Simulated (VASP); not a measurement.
# Ti (Im-3m) in VASP: notebook, part 2 of 2

VASP 6.6.1.

**4. Single point, PBE (volume scaled by 0.98)**

INCAR reads:

```
PREC = Accurate ; ENCUT = 520
EDIFF = 1E-7 ; ISMEAR = -1
SIGMA = 0.05 ; LREAL = False
LASPH = True ; NELM = 80
ALGO = Normal ; ISIF = 2
LWAVE = False ; LCHARG = False
GGA = PE ; NBANDS = 12
```

KPOINTS reads:

```
Automatic mesh
0
Gamma
  11 11 11
```

POSCAR reads:

```
Ti
1.0
   -1.6299862453      1.6299862453      1.6299862453
    1.6299862453     -1.6299862453      1.6299862453
    1.6299862453      1.6299862453     -1.6299862453
Ti
1
Direct
    0.0000000000      0.0000000000      0.0000000000
```

Potentials or basis: VASP PAW PBE potentials, release 64 (Ti_sv).

Started as:

```bash
$ cat potpaw_PBE.64/Ti_sv/POTCAR > POTCAR
$ mpirun -np 1 vasp_std > vasp.out
```

OUTCAR:

```text
PREC = Accurate
   ENCUT = 520
   EDIFF = 1E-7
   ISMEAR = -1
   LREAL = False
   LASPH = True
   NELM = 80
   ISIF = 2
   GGA = PE

 ion  position               nearest neighbor table
   1  0.000  0.000  0.000-

  LATTYP: Found a body centered cubic cell.
 ALAT       =     3.2599724906

  Lattice vectors:

 A1 = (  -1.6299862453,   1.6299862453,   1.6299862453)
 A2 = (   1.6299862453,  -1.6299862453,   1.6299862453)
 A3 = (   1.6299862453,   1.6299862453,  -1.6299862453)

Analysis of symmetry for initial positions (statically):
=====================================================================
 Subroutine PRICEL returns:
 Original cell was already a primitive cell.

 Routine SETGRP: Setting up the symmetry group for a
 body centered cubic supercell.

 Subroutine GETGRP returns: Found 48 space group operations
[... 9 lines left out ...]

 Routine SETGRP: Setting up the symmetry group for a
 body centered cubic supercell.

 Subroutine GETGRP returns: Found 48 space group operations
[... 11 lines left out ...]
                                     Primitive cell

  volume of cell :      17.3225
[... 134 lines left out ...]

 E-fermi :   8.1093     XC(G=0): -11.5052

 val. band max:        8.1041472554   @ k =  -0.4545  -0.4545   0.0909
 cond. band min:       8.1241974482   @ k =  -0.4545  -0.4545   0.0909
 fundamental gap:      0.0200501928
 Fermi energy:         8.1093239953

 k-point     1 :       0.0000    0.0000    0.0000
  band No.  band energies     occupation
      1     -48.4044      2.00000
      2     -24.2583      2.00000
      3     -24.2583      2.00000
      4     -24.2583      2.00000
      5       2.1542      2.00000
      6       9.1097      0.00000
      7       9.1097      0.00000
      8       9.1097      0.00000
      9      10.8728      0.00000
     10      10.8728      0.00000
     11      25.5434      0.00000
     12      25.5434      0.00000
[... 331 lines left out ...]
 k-point    24 :       0.3636    0.1818    0.0909
  band No.  band energies     occupation
      1     -48.2648      2.00000
      2     -24.8131      2.00000
      3     -24.5597      2.00000
      4     -24.3660      2.00000
      5       6.6530      2.00000
      6       7.5167      1.99999
      7       8.1587      0.54245
      8      11.0574      0.00000
      9      11.2519      0.00000
     10      14.4644      0.00000
     11      16.7380      0.00000
     12      19.2746      0.00000

 [... further k-points ...]
[... 5 lines left out ...]
  --------------------------------------------------------------------------------------
  -------------------------------------------------------------------------------------
  Total       -0.0797429     -0.0797429     -0.0797429     -0.0000000      0.0000000     -0.0000000
  in kB       -7.3754905     -7.3754905     -7.3754905     -0.0000000      0.0000000     -0.0000000
  external PRESSURE =      -7.3754905 kB  Pullay stress =       0.0000000 kB

 VOLUME and BASIS-vectors are now :
 -----------------------------------------------------------------------------
  energy-cutoff  :      520.00
  volume of cell :       17.32
      direct lattice vectors                 reciprocal lattice vectors
    -1.629986245  1.629986245  1.629986245     0.000000000  0.306751055  0.306751055
     1.629986245 -1.629986245  1.629986245     0.306751055  0.000000000  0.306751055
     1.629986245  1.629986245 -1.629986245     0.306751055  0.306751055  0.000000000

 POSITION                                       TOTAL-FORCE (eV/Angst)
 -----------------------------------------------------------------------------------
      0.00000      0.00000      0.00000         0.000000     -0.000000     -0.000000
 -----------------------------------------------------------------------------------
    total drift:                                0.000000      0.000000      0.000000

  FREE ENERGIE OF THE ION-ELECTRON SYSTEM (eV)
  ---------------------------------------------------
  free  energy   TOTEN  =        -7.7332004694 eV

  energy  without entropy=       -7.7114168515  energy(sigma->0) =       -7.72230866
```

OSZICAR:

```text
N       E                     dE             d eps       ncg     rms          rms(c)
DAV:   1     0.853997793746E+02    0.85400E+02   -0.66989E+03  1352   0.119E+03
DAV:   2    -0.445762577736E+01   -0.89857E+02   -0.87416E+02  1360   0.293E+02
DAV:   3    -0.867956511162E+01   -0.42219E+01   -0.41709E+01  1868   0.646E+01
DAV:   4    -0.876550520568E+01   -0.85940E-01   -0.85820E-01  1528   0.832E+00
DAV:   5    -0.876769477731E+01   -0.21896E-02   -0.21895E-02  1596   0.117E+00    0.829E+00
DAV:   6    -0.772438837869E+01    0.10433E+01   -0.25075E+00  1460   0.223E+01    0.209E+00
DAV:   7    -0.772283734015E+01    0.15510E-02   -0.69350E-02  1616   0.278E+00    0.126E+00
DAV:   8    -0.773273562219E+01   -0.98983E-02   -0.35395E-02  1420   0.220E+00    0.109E-01
DAV:   9    -0.773318913696E+01   -0.45351E-03   -0.28639E-03  1612   0.524E-01    0.812E-02
DAV:  10    -0.773322694933E+01   -0.37812E-04   -0.24533E-04  1448   0.181E-01    0.140E-02
DAV:  11    -0.773319966138E+01    0.27288E-04   -0.21501E-05  1556   0.730E-02    0.748E-03
DAV:  12    -0.773320000354E+01   -0.34217E-06   -0.16550E-06  1556   0.159E-02    0.862E-04
DAV:  13    -0.773320053078E+01   -0.52723E-06   -0.24332E-07  1576   0.308E-03    0.207E-03
DAV:  14    -0.773320046938E+01    0.61400E-07   -0.48981E-08   944   0.258E-03
   1 F= -.77332005E+01 E0= -.77223087E+01  d E =-.217836E-01
```

Run time: 15 s. Hardware: 1 thread of Intel Xeon 8259CL, shared host; peak memory 0.14 GiB.

What came out:

```yaml
Free_energy: -7.7332 eV
Pressure: -0.7 GPa
Band_gap_on_the_k_mesh: zero (band 6 reaches 9.12 eV, above the bottom of band 7 at 7.52 eV)
```

**5. Single point, PBE (volume scaled by 1.02)**

INCAR reads:

```
PREC = Accurate
ENCUT = 520
EDIFF = 1E-6
ISMEAR = -1
SIGMA = 0.05
LREAL = False
LASPH = True
NELM = 100
ALGO = Normal
ISIF = 2
LWAVE = False
LCHARG = False
GGA = PE
NBANDS = 12
```

KPOINTS is that of step 4.

POSCAR reads:

```
Ti
1.0
   -1.6518678664      1.6518678664      1.6518678664
    1.6518678664     -1.6518678664      1.6518678664
    1.6518678664      1.6518678664     -1.6518678664
Ti
1
Direct
    0.0000000000      0.0000000000      0.0000000000
```

Potentials or basis: VASP PAW PBE potentials, release 64 (Ti_sv).

Started as:

```bash
$ cat potpaw_PBE.64/Ti_sv/POTCAR > POTCAR
$ mpirun -np 1 vasp_std > vasp.out
```

OUTCAR:

```text
PREC = Accurate
   ENCUT = 520
   EDIFF = 1E-6
   ISMEAR = -1
   LREAL = False
   LASPH = True
   NELM = 100
   ISIF = 2
   GGA = PE

 ion  position               nearest neighbor table
   1  0.000  0.000  0.000-

  LATTYP: Found a body centered cubic cell.
 ALAT       =     3.3037357328

  Lattice vectors:

 A1 = (  -1.6518678664,   1.6518678664,   1.6518678664)
 A2 = (   1.6518678664,  -1.6518678664,   1.6518678664)
 A3 = (   1.6518678664,   1.6518678664,  -1.6518678664)

Analysis of symmetry for initial positions (statically):
=====================================================================
 Subroutine PRICEL returns:
 Original cell was already a primitive cell.

 Routine SETGRP: Setting up the symmetry group for a
 body centered cubic supercell.

 Subroutine GETGRP returns: Found 48 space group operations
[... 9 lines left out ...]

 Routine SETGRP: Setting up the symmetry group for a
 body centered cubic supercell.

 Subroutine GETGRP returns: Found 48 space group operations
[... 11 lines left out ...]
                                     Primitive cell

  volume of cell :      18.0296
[... 134 lines left out ...]

 E-fermi :   7.7011     XC(G=0): -11.3188

 val. band max:        7.6995895989   @ k =   0.1818   0.0909   0.0909
 cond. band min:       7.7083241859   @ k =  -0.4545  -0.4545   0.0909
 fundamental gap:      0.0087345870
 Fermi energy:         7.7010950475

 k-point     1 :       0.0000    0.0000    0.0000
  band No.  band energies     occupation
      1     -48.8969      2.00000
      2     -24.7944      2.00000
      3     -24.7944      2.00000
      4     -24.7944      2.00000
      5       1.8340      2.00000
      6       8.6614      0.00000
      7       8.6614      0.00000
      8       8.6614      0.00000
      9      10.3386      0.00000
     10      10.3386      0.00000
     11      24.8493      0.00000
     12      24.8493      0.00000
[... 331 lines left out ...]
 k-point    24 :       0.3636    0.1818    0.0909
  band No.  band energies     occupation
      1     -48.7786      2.00000
      2     -25.2809      2.00000
      3     -25.0591      2.00000
      4     -24.8884      2.00000
      5       6.2950      2.00000
      6       7.1419      1.99997
      7       7.7088      0.92295
      8      10.5065      0.00000
      9      10.6899      0.00000
     10      13.7602      0.00000
     11      15.9187      0.00000
     12      18.4602      0.00000

 [... further k-points ...]
[... 5 lines left out ...]
  --------------------------------------------------------------------------------------
  -------------------------------------------------------------------------------------
  Total       -0.5122052     -0.5122052     -0.5122052     -0.0000000      0.0000000     -0.0000000
  in kB      -45.5164789    -45.5164789    -45.5164789     -0.0000000      0.0000000     -0.0000000
  external PRESSURE =     -45.5164789 kB  Pullay stress =       0.0000000 kB

 VOLUME and BASIS-vectors are now :
 -----------------------------------------------------------------------------
  energy-cutoff  :      520.00
  volume of cell :       18.03
      direct lattice vectors                 reciprocal lattice vectors
    -1.651867866  1.651867866  1.651867866     0.000000000  0.302687648  0.302687648
     1.651867866 -1.651867866  1.651867866     0.302687648  0.000000000  0.302687648
     1.651867866  1.651867866 -1.651867866     0.302687648  0.302687648  0.000000000

 POSITION                                       TOTAL-FORCE (eV/Angst)
 -----------------------------------------------------------------------------------
      0.00000      0.00000      0.00000        -0.000000      0.000000     -0.000000
 -----------------------------------------------------------------------------------
    total drift:                                0.000000      0.000000      0.000000

  FREE ENERGIE OF THE ION-ELECTRON SYSTEM (eV)
  ---------------------------------------------------
  free  energy   TOTEN  =        -7.7215718561 eV

  energy  without entropy=       -7.6981055459  energy(sigma->0) =       -7.70983870
```

Wall time 12 s (1 thread of Intel Xeon 8259CL, shared host); peak memory 0.14 GiB.

What came out:

```yaml
Free_energy: -7.7216 eV
Pressure: -4.6 GPa
Band_gap_on_the_k_mesh: zero (band 6 reaches 8.67 eV, above the bottom of band 7 at 7.14 eV)
```

**6. Single point, PBE (volume scaled by 1.04)**

INCAR reads:

```
  PREC = Accurate
  ENCUT = 520
  EDIFF = 1E-6
  ISMEAR = -1
  SIGMA = 0.05
  LREAL = F
  LASPH = T
  NELM = 100
  ALGO = Normal
  ISIF = 2
  LWAVE = F
  LCHARG = T
  GGA = PE
  LELF = T
  LVHAR = T
  NBANDS = 12
```

KPOINTS reads:

```
regular mesh
0
Gamma
  11 11 11
```

POSCAR reads:

```
Ti
1.0
   -1.6625945817      1.6625945817      1.6625945817
    1.6625945817     -1.6625945817      1.6625945817
    1.6625945817      1.6625945817     -1.6625945817
Ti
1
Direct
    0.0000000000      0.0000000000      0.0000000000
```

Potentials or basis: VASP PAW PBE potentials, release 64 (Ti_sv).

Started as:

```bash
$ cat potpaw_PBE.64/Ti_sv/POTCAR > POTCAR
$ mpirun -np 1 vasp_std > vasp.out
```

Wall time 16 s (1 thread of Intel Xeon 8259CL, shared host); peak memory 0.14 GiB.

The run converged. Its results:

| Quantity | Value |
| --- | --- |
| Free energy | -7.7098 eV |
| Pressure | -6.2 GPa |
| Band gap on the k mesh | zero (band 6 reaches 8.46 eV, above the bottom of band 7 at 6.96 eV) |

Levels at points of the mesh, in eV from the Fermi level:
```tsv
k point	band 4	band 5	band 6	band 7	band 8	band 9
(0.00, 0.00, 0.00)	-32.56	-5.82	0.94	0.94	0.94	2.58
```

**7. The runs side by side**

| cell | cutoff (eV) | smearing | gap on the mesh (eV) | pressure (GPa) |
| --- | --- | --- | --- | --- |
| a = 2.842 Å, angles 109.5°, 1 atom | 500 | gaussian 0.011 eV | none | -3.2 |
| a = 2.784 Å, angles 109.5°, 1 atom | 520 | fermi-dirac 0.05 eV | none | 3.9 |
| a = 2.823 Å, angles 109.5°, 1 atom | 520 | fermi-dirac 0.05 eV | none | -0.7 |
| a = 2.861 Å, angles 109.5°, 1 atom | 520 | fermi-dirac 0.05 eV | none | -4.6 |
| a = 2.880 Å, angles 109.5°, 1 atom | 520 | fermi-dirac 0.05 eV | none | -6.2 |

Alike in all rows: task single point; level PBE; potentials or basis VASP PAW PBE potentials, release 64 (Ti_sv); no spin polarisation; k mesh 11 × 11 × 11.

Absolute energies hang on the potentials; compare differences alone.
